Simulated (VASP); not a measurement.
# GaN (F-43m) in VASP: further runs

GaN is run at these levels: BHLYP, r2SCAN, BLYP+D4, RPBE; tasks: single point.

All numbers are computed with VASP 6.6.1; they aren't measurements. Logs are shortened: lines on timing, memory, paths and dates and some standing lists are left out, and cuts for length are marked.

## (1) The cell of the first run

Symmetry: F-43m, No. 216, cubic system. The conventional cell has a = 4.507 Å, b = 4.507 Å, c = 4.507 Å, α = 90.00°, β = 90.00°, γ = 90.00°. Ga (site symmetry -43m) has 4 N at 1.95 Å within 2.6 Å. N (site symmetry -43m) has 4 Ga at 1.95 Å within 2.6 Å.

## (2) Single point, BHLYP

POSCAR reads:

```
GaN
1.0
    0.0000000000      2.2535006075      2.2535006075
    2.2535006075      0.0000000000      2.2535006075
    2.2535006075      2.2535006075      0.0000000000
Ga N
1 1
Direct
    0.0000000000      0.0000000000      0.0000000000
    0.2500000000      0.2500000000      0.2500000000
```

INCAR.step1 reads:

```
  PREC = Accurate
  ENCUT = 520
  EDIFF = 1E-5
  ISMEAR = -1
  SIGMA = 0.05
  LREAL = False
  LASPH = True
  NELM = 100
  ALGO = Normal
  ISIF = 2
  LWAVE = True
  LCHARG = False
  NBANDS = 16
  GGA = PE
```

INCAR.step2 reads:

```
  PREC = Accurate
  ENCUT = 520
  EDIFF = 1E-6
  ISMEAR = -1
  SIGMA = 0.05
  LREAL = False
  LASPH = True
  NELM = 100
  ALGO = Normal
  ISIF = 2
  LWAVE = False
  LCHARG = False
  GGA = B5
  LHFCALC = True
  AEXX = 0.5
  ALDAX = 0.5
  AGGAX = 0.5
  AGGAC = 1.0
  ALDAC = 0.0
  PRECFOCK = Normal
  NBANDS = 16
  ISTART = 1
```

KPOINTS reads:

```
Automatic mesh
0
Gamma
  5 5 5
```

Potentials or basis: VASP PAW PBE potentials, release 64 (Ga_d, N).

Command:

```bash
$ cat potpaw_PBE.64/Ga_d/POTCAR potpaw_PBE.64/N/POTCAR > POTCAR
$ cp INCAR.step1 INCAR
$ mpirun -np 1 vasp_std > vasp.out
$ cp INCAR.step2 INCAR
$ mpirun -np 1 vasp_std > vasp.out
```

OUTCAR:

```text
PREC = Accurate
   ENCUT = 520
   EDIFF = 1E-6
   ISMEAR = -1
   LREAL = False
   LASPH = True
   NELM = 100
   ISIF = 2
   GGA = B5
   LHFCALC = True
   AEXX = 0.5
   PRECFOCK = Normal
   ISTART = 1

 ion  position               nearest neighbor table
   1  0.000  0.000  0.000-   2 1.95   2 1.95   2 1.95   2 1.95
   2  0.250  0.250  0.250-   1 1.95   1 1.95   1 1.95   1 1.95

  LATTYP: Found a face centered cubic cell.
 ALAT       =     4.5070012150

  Lattice vectors:

 A1 = (   0.0000000000,   2.2535006075,   2.2535006075)
 A2 = (   2.2535006075,   0.0000000000,   2.2535006075)
 A3 = (   2.2535006075,   2.2535006075,   0.0000000000)

Analysis of symmetry for initial positions (statically):
=====================================================================
 Subroutine PRICEL returns:
 Original cell was already a primitive cell.

 Routine SETGRP: Setting up the symmetry group for a
 face centered cubic supercell.

 Subroutine GETGRP returns: Found 24 space group operations
 (whereof 24 operations were pure point group operations)
 out of a pool of 48 trial point group operations.

The static configuration has the point symmetry T_d .

Analysis of symmetry for dynamics (positions and initial velocities):
=====================================================================
 Subroutine PRICEL returns:
 Original cell was already a primitive cell.

 Routine SETGRP: Setting up the symmetry group for a
 face centered cubic supercell.

 Subroutine GETGRP returns: Found 24 space group operations
 (whereof 24 operations were pure point group operations)
 out of a pool of 48 trial point group operations.

The dynamic configuration has the point symmetry T_d .

 Subroutine INISYM returns: Found 24 space group operations
 (whereof 24 operations are pure point group operations),
 and found     1 'primitive' translations

----------------------------------------------------------------------------------------

                                     Primitive cell

  volume of cell :      22.8877

  direct lattice vectors                    reciprocal lattice vectors
     0.000000000  2.253500607  2.253500607    -0.221877020  0.221877020  0.221877020
     2.253500607  0.000000000  2.253500607     0.221877020 -0.221877020  0.221877020
     2.253500607  2.253500607  0.000000000     0.221877020  0.221877020 -0.221877020

  length of vectors
     3.186931122  3.186931122  3.186931122     0.384302272  0.384302272  0.384302272

  position of ions in fractional coordinates (direct lattice)
     0.000000000  0.000000000  0.000000000
     0.250000000  0.250000000  0.250000000

  ion indices of the primitive-cell ions
   primitive index   ion index
                 1           1
                 2           2

----------------------------------------------------------------------------------------

 KPOINTS: Automatic mesh

Automatic generation of k-mesh.
 Grid dimensions read from file:
 generate k-points for:    5    5    5

 Generating k-lattice:

  Cartesian coordinates                     Fractional coordinates (reciprocal lattice)
    -0.044375404  0.044375404  0.044375404     0.200000000  0.000000000  0.000000000
     0.044375404 -0.044375404  0.044375404     0.000000000  0.200000000  0.000000000
     0.044375404  0.044375404 -0.044375404     0.000000000  0.000000000  0.200000000

  Length of vectors
     0.076860454  0.076860454  0.076860454

  Shift w.r.t. Gamma in fractional coordinates (k-lattice)
     0.000000000  0.000000000  0.000000000

 Subroutine IBZKPT returns following result:
 ===========================================

 Found     10 irreducible k-points:

 Following reciprocal coordinates:
            Coordinates               Weight
  0.000000  0.000000  0.000000      1.000000
  0.200000  0.000000  0.000000      8.000000
  0.400000  0.000000  0.000000      8.000000
  0.200000  0.200000  0.000000      6.000000
  0.400000  0.200000  0.000000     24.000000
 -0.400000  0.200000  0.000000     24.000000
 -0.200000  0.200000  0.000000     12.000000
  0.400000  0.400000  0.000000      6.000000
 -0.400000  0.400000  0.000000     12.000000
 -0.400000  0.400000  0.200000     24.000000
   k-points           NKPTS =     10   k-points in BZ     NKDIM =    125   number of bands    NBANDS=     16
   number of dos      NEDOS =    301   number of ions     NIONS =      2
   total plane-waves  NPLWV =  13824
   dimension x,y,z NGX =    24 NGY =   24 NGZ =   24
   dimension x,y,z NGXF=    48 NGYF=   48 NGZF=   48
   ions per type =               1   1
   NGX,Y,Z   is equivalent  to a cutoff of  12.52, 12.52, 12.52 a.u.
   NGXF,Y,Z  is equivalent  to a cutoff of  25.04, 25.04, 25.04 a.u.
 SYSTEM =  unknown system
   PREC   = accura    normal or accurate (medium, high low for compatibility)
   ISTART =      1    job   : 0-new  1-cont  2-samecut
   ICHARG =      0    charge: 1-file 2-atom 10-const
   ISPIN  =      1    spin polarized calculation?
   LNONCOLLINEAR =      F non collinear calculations
   LSORBIT =      F    spin-orbit coupling
   LASPH  =      T    aspherical Exc in radial PAW
   ENCUT  =  520.0 eV  38.22 Ry    6.18 a.u.   5.93  5.93  5.93*2*pi/ulx,y,z
   NELM   =    100;   NELMIN=  2; NELMDL=  0     # of ELM steps
   EDIFF  = 0.1E-05   stopping-criterion for ELM
   LREAL  =      F    real-space projection
   EDIFFG = 0.1E-04   stopping-criterion for IOM
   NSW    =      0    number of steps for IOM
   IBRION =     -1    ionic relax: 0-MD 1-quasi-New 2-CG
   NFREE  =      0    steps in history (QN), initial steepest desc. (CG)
   ISIF   =      2    stress and relaxation
   ISYM   =      3    0-nonsym 1-usesym 2-fastsym
   POTIM  = 0.5000    time-step for ionic-motion
   TEBEG  =    0.0;   TEEND  =   0.0 temperature during run
   PSTRESS=    0.0 pullay stress
   NELECT =      18.0000    total number of electrons
   NUPDOWN=      -1.0000    fix difference up-down
   EMIN   =  10.00;   EMAX   =-10.00  energy-range for DOS
   EFERMI =   0.00;   METHOD = LEGACY
   ISMEAR =    -1;   SIGMA  =   0.05  broadening in eV -4-tet -1-fermi 0-gaus
   EFERMI_NEDOS =   21; number of points for ismear=-14 and -15
   IALGO  =     38    algorithm
   IMIX   =      1    mixing-type and parameters
     AMIX     =   0.40;   BMIX     =  1.00
     AMIX_MAG =   1.60;   BMIX_MAG =  1.00
  volume/ion in A,a.u.               =      11.44        77.23
  Fermi-wavevector in a.u.,A,eV,Ry     =   1.511117  2.855596 31.068543  2.283473
  Thomas-Fermi vector in A             =   2.621216
   LORBIT       =      0    0 simple, 1 ext, 2 COOP (PROOUT), +10 PAW based schemes
   GGA     = B5    functional components
   LHFCALC =     T    Hartree Fock is set to
   PRECFOCK=normal    Normal, Fast or Accurate (Low or Medium for compatibility)
   ENCUT4O =  -1.0   cutoff for four orbital integrals eV
   NKREDX  =     1    reduce k-point grid by
   NKREDY  =     1    reduce k-point grid by
   NKREDZ  =     1    reduce k-point grid by
   AEXX    =    0.5000 exact exchange contribution
   HFSCREEN=    0.0000 screening length (either q_TF or 0.3 A-1)
   HFSCREENC=   0.0000 screening length for correlation (either q_TF or 0.3 A-1)
   ENCUTFOCK=  -1.0 apply spherical cutoff to Coloumb kernel
   IVDW    =     0    specifies the selected vdW correction
   LEPSILON=     F    determine dielectric tensor
   LRPA    =     F    only Hartree local field effects (RPA)
 non-spin polarized calculation
  energy-cutoff  :      520.00
  volume of cell :       22.89
 maximum number of plane-waves:       629
  NGX = 18; NGY = 18; NGZ = 18

 number of electron      18.0000004 magnetization

 Free energy of the ion-electron system (eV)
  ---------------------------------------------------
  ext. energy  EPLUGINS =         0.00000000
  ---------------------------------------------------
  free energy    TOTEN  =       -18.21165915 eV

  energy without entropy =      -18.21165915  energy(sigma->0) =      -18.21165915

 E-fermi :   4.2615     XC(G=0):  -6.1228

 val. band max:        3.1820193225   @ k =   0.0000   0.0000   0.0000
 cond. band min:       9.1773035305   @ k =   0.0000   0.0000   0.0000
 fundamental gap:      5.9952842080
 Fermi energy:         4.2614904878

 k-point     1 :       0.0000    0.0000    0.0000
  band No.  band energies     occupation
      1     -15.6750      2.00000
      2     -14.6544      2.00000
      3     -14.6544      2.00000
      4     -14.6544      2.00000
      5     -14.3400      2.00000
      6     -14.3400      2.00000
[... 8 lines left out ...]
     15      27.1713      0.00000
     16      27.1713      0.00000

 k-point     2 :       0.2000    0.0000    0.0000
  band No.  band energies     occupation
      1     -15.5612      2.00000
      2     -14.6137      2.00000
      3     -14.6137      2.00000
      4     -14.3411      2.00000
      5     -14.3411      2.00000
      6     -14.0977      2.00000
[... 8 lines left out ...]
     15      24.9258      0.00000
     16      24.9258      0.00000

 k-point     3 :       0.4000    0.0000    0.0000
  band No.  band energies     occupation
      1     -15.5778      2.00000
      2     -14.5723      2.00000
      3     -14.5723      2.00000
      4     -14.3162      2.00000
      5     -14.3162      2.00000
      6     -12.4930      2.00000
[... 8 lines left out ...]
     15      27.2626      0.00000
     16      27.2626      0.00000

 k-point     4 :       0.2000    0.2000    0.0000
  band No.  band energies     occupation
      1     -15.5387      2.00000
      2     -14.5688      2.00000
      3     -14.5688      2.00000
      4     -14.4114      2.00000
      5     -14.3179      2.00000
      6     -13.9192      2.00000
[... 8 lines left out ...]
     15      29.2678      0.00000
     16      29.9870      0.00000

 k-point     5 :       0.4000    0.2000    0.0000
  band No.  band energies     occupation
      1     -15.5491      2.00000
      2     -14.5410      2.00000
      3     -14.5093      2.00000
      4     -14.4076      2.00000
      5     -14.3000      2.00000
      6     -12.5861      2.00000
[... 8 lines left out ...]
     15      28.7965      0.00000
     16      29.5721      0.00000

 k-point     6 :      -0.4000    0.2000    0.0000
  band No.  band energies     occupation
      1     -15.5642      2.00000
      2     -14.5542      2.00000
      3     -14.5087      2.00000
      4     -14.3547      2.00000
      5     -14.3235      2.00000
      6     -11.7622      2.00000
[... 8 lines left out ...]
     15      27.1581      0.00000
     16      28.7977      0.00000

 k-point     7 :      -0.2000    0.2000    0.0000
  band No.  band energies     occupation
      1     -15.5394      2.00000
      2     -14.5692      2.00000
      3     -14.5619      2.00000
      4     -14.3606      2.00000
      5     -14.3385      2.00000
      6     -13.0885      2.00000
[... 8 lines left out ...]
     15      26.0208      0.00000
     16      29.2056      0.00000

 k-point     8 :       0.4000    0.4000    0.0000
  band No.  band energies     occupation
      1     -15.5711      2.00000
      2     -14.5049      2.00000
      3     -14.4172      2.00000
      4     -14.4172      2.00000
      5     -14.2817      2.00000
      6     -11.9044      2.00000
[... 8 lines left out ...]
     15      31.1294      0.00000
     16      32.1400      0.00000

 k-point     9 :      -0.4000    0.4000    0.0000
  band No.  band energies     occupation
      1     -15.5714      2.00000
      2     -14.5108      2.00000
      3     -14.4177      2.00000
      4     -14.4149      2.00000
      5     -14.2990      2.00000
      6     -11.2871      2.00000
[... 8 lines left out ...]
     15      30.2529      0.00000
     16      31.9355      0.00000

 k-point    10 :      -0.4000    0.4000    0.2000
  band No.  band energies     occupation
      1     -15.5580      2.00000
      2     -14.5175      2.00000
      3     -14.4782      2.00000
      4     -14.3833      2.00000
      5     -14.3182      2.00000
      6     -11.4997      2.00000
[... 8 lines left out ...]
     15      27.9477      0.00000
     16      32.2843      0.00000

------------------------ aborting loop because EDIFF is reached ----------------------------------------

  FORCE on cell =-STRESS in cart. coord.  units (eV):
  Direction    XX          YY          ZZ          XY          YZ          ZX
  --------------------------------------------------------------------------------------
  -------------------------------------------------------------------------------------
  Total       -0.1317290     -0.1317290     -0.1317290     -0.0000000     -0.0000000     -0.0000000
  in kB       -9.2212302     -9.2212302     -9.2212302     -0.0000000     -0.0000000     -0.0000000
  external PRESSURE =      -9.2212302 kB  Pullay stress =       0.0000000 kB

 VOLUME and BASIS-vectors are now :
 -----------------------------------------------------------------------------
  energy-cutoff  :      520.00
  volume of cell :       22.89
      direct lattice vectors                 reciprocal lattice vectors
     0.000000000  2.253500607  2.253500607    -0.221877020  0.221877020  0.221877020
     2.253500607  0.000000000  2.253500607     0.221877020 -0.221877020  0.221877020
     2.253500607  2.253500607  0.000000000     0.221877020  0.221877020 -0.221877020

 POSITION                                       TOTAL-FORCE (eV/Angst)
 -----------------------------------------------------------------------------------
      0.00000      0.00000      0.00000        -0.000000     -0.000000     -0.000000
      1.12675      1.12675      1.12675         0.000000      0.000000      0.000000
 -----------------------------------------------------------------------------------
    total drift:                               -0.000031     -0.000022     -0.000009

  FREE ENERGIE OF THE ION-ELECTRON SYSTEM (eV)
  ---------------------------------------------------
  free  energy   TOTEN  =       -18.2116591535 eV

  energy  without entropy=      -18.2116591534  energy(sigma->0) =      -18.21165915
```

It took 8.1 min on 1 thread of Intel Xeon Platinum 8375C at 2.90GHz (Ice Lake), shared host; peak memory 0.15 GiB.

Results:

* Free energy: -18.2117 eV
* Pressure: -0.9 GPa
* Band gap on the k mesh: 6.00 eV, direct

Caveat: the k points lie up to 0.48 Å⁻¹ apart; the PAW data sets were made with another functional, which shifts forces and pressure a little.

## (3) Single point, r2SCAN

This run uses another cell than the first one, of 10.99 Å³/atom, 0.960 times its volume.

POSCAR reads:

```
GaN
1.0
    0.0000000000      2.2230441631      2.2230441631
    2.2230441631      0.0000000000      2.2230441631
    2.2230441631      2.2230441631      0.0000000000
Ga N
1 1
Direct
    0.0000000000      0.0000000000      0.0000000000
    0.2500000000      0.2500000000      0.2500000000
```

INCAR.step1 reads:

```
SYSTEM = GaN
PREC = Accurate
ENCUT = 910
ISMEAR = -1
SIGMA = 0.05
LREAL = .FALSE.
LASPH = .TRUE.
NELM = 120
NBANDS = 16
GGA = PE
ALGO = Normal
EDIFF = 1E-5
LWAVE = .TRUE.
LCHARG = .FALSE.
GGA_COMPAT = .FALSE.
```

INCAR.step2 reads:

```
SYSTEM = GaN
PREC = Accurate
ENCUT = 910
EDIFF = 1E-6
ISMEAR = -1
SIGMA = 0.05
LREAL = .FALSE.
LASPH = .TRUE.
NELM = 120
ALGO = Normal
ISIF = 2
LWAVE = .FALSE.
LCHARG = .FALSE.
METAGGA = R2SCAN
LMIXTAU = .TRUE.
NBANDS = 16
ISTART = 1
GGA_COMPAT = .FALSE.
```

KPOINTS reads:

```
regular mesh
0
G
  10 10 10
  0 0 0
```

Potentials or basis: VASP PAW PBE potentials, release 64 (Ga_d, N_h).

Command:

```bash
$ cat potpaw_PBE.64/Ga_d/POTCAR potpaw_PBE.64/N_h/POTCAR > POTCAR
$ cp INCAR.step1 INCAR
$ mpirun -np 1 vasp_std > vasp.out
$ cp INCAR.step2 INCAR
$ mpirun -np 1 vasp_std > vasp.out
```

It took 2.5 min on 1 thread of AMD EPYC 9R14 (Zen 4), shared host; peak memory 0.17 GiB.

It converged, with:

| Item | Value |
| --- | --- |
| Free energy | -21.8729 eV |
| Pressure | 8.4 GPa |
| Band gap on the k mesh | 2.39 eV, direct |

Levels at points of the mesh, in eV from the valence-band top:
| k point | band 7 | band 8 | band 9 | band 10 | band 11 | band 12 |
| --- | --- | --- | --- | --- | --- | --- |
| (0.00, 0.00, 0.00) | 0.00 | 0.00 | 0.00 | 2.39 | 11.27 | 11.27 |
| (0.50, 0.00, 0.00) | -7.43 | -1.05 | -1.05 | 5.45 | 9.66 | 11.22 |
| (0.50, 0.50, 0.00) | -6.39 | -2.93 | -2.93 | 3.78 | 7.49 | 12.90 |

Caveat: the cutoff is under 1.25 times the usual one of these potentials, so pressure, stress and relaxed cells hold a basis-set (Pulay) error; the PAW data sets were made with another functional, which shifts forces and pressure a little. r2SCAN opens gaps a little over a GGA but as a rule still falls short of measured ones.

## (4) Single point, BLYP+D4

INCAR reads:

```
  PREC = Accurate
  ENCUT = 520
  EDIFF = 1E-6
  ISMEAR = -1
  SIGMA = 0.05
  LREAL = F
  LASPH = T
  NELM = 80
  ALGO = Normal
  ISIF = 2
  LWAVE = F
  LCHARG = T
  GGA = B5
  ALDAX = 1.0
  AGGAX = 1.0
  AGGAC = 1.0
  ALDAC = 0.0
  IVDW = 13
  VDW_S6 = 1.0
  VDW_S8 = 2.34076671
  VDW_A1 = 0.44488865
  VDW_A2 = 4.0933009
  LELF = T
  LVHAR = T
  NBANDS = 16
```

KPOINTS reads:

```
Automatic mesh
0
Gamma
  10 10 10
```

POSCAR reads:

```
GaN
1.0
    0.0000000000      2.2535006075      2.2535006075
    2.2535006075      0.0000000000      2.2535006075
    2.2535006075      2.2535006075      0.0000000000
Ga N
1 1
Direct
    0.0000000000      0.0000000000      0.0000000000
    0.2500000000      0.2500000000      0.2500000000
```

Potentials or basis: VASP PAW PBE potentials, release 64 (Ga_d, N).

Command:

```bash
$ cat potpaw_PBE.64/Ga_d/POTCAR potpaw_PBE.64/N/POTCAR > POTCAR
$ mpirun -np 1 vasp_std > vasp.out
```

Run time: 60 s. Hardware: 1 thread of AMD EPYC 7R13, shared host; peak memory 0.12 GiB.

Results (log left out):

```yaml
Free_energy: -12.4896 eV
Pressure: 0.5 GPa
Band_gap_on_the_k_mesh: 1.81 eV, direct
Dispersion_energy_per_atom: -0.764 eV
```

Levels at points of the mesh, in eV from the valence-band top:
```tsv
k point	band 5	band 6	band 7	band 8	band 9	band 10	band 11	band 12	band 13	band 14
(0.00, 0.00, 0.00)	-13.23	-13.23	0.00	0.00	0.00	1.81	10.31	10.31	10.31	17.86
(0.50, 0.00, 0.00)	-13.18	-11.92	-6.96	-0.96	-0.96	4.67	8.86	10.43	10.43	15.91
(0.50, 0.50, 0.00)	-13.15	-11.47	-6.10	-2.67	-2.67	3.60	6.69	11.85	13.93	13.93
```

Caveat: the PAW data sets were made with another functional, which shifts forces and pressure a little.

(Part 1 of 2 ends here.)
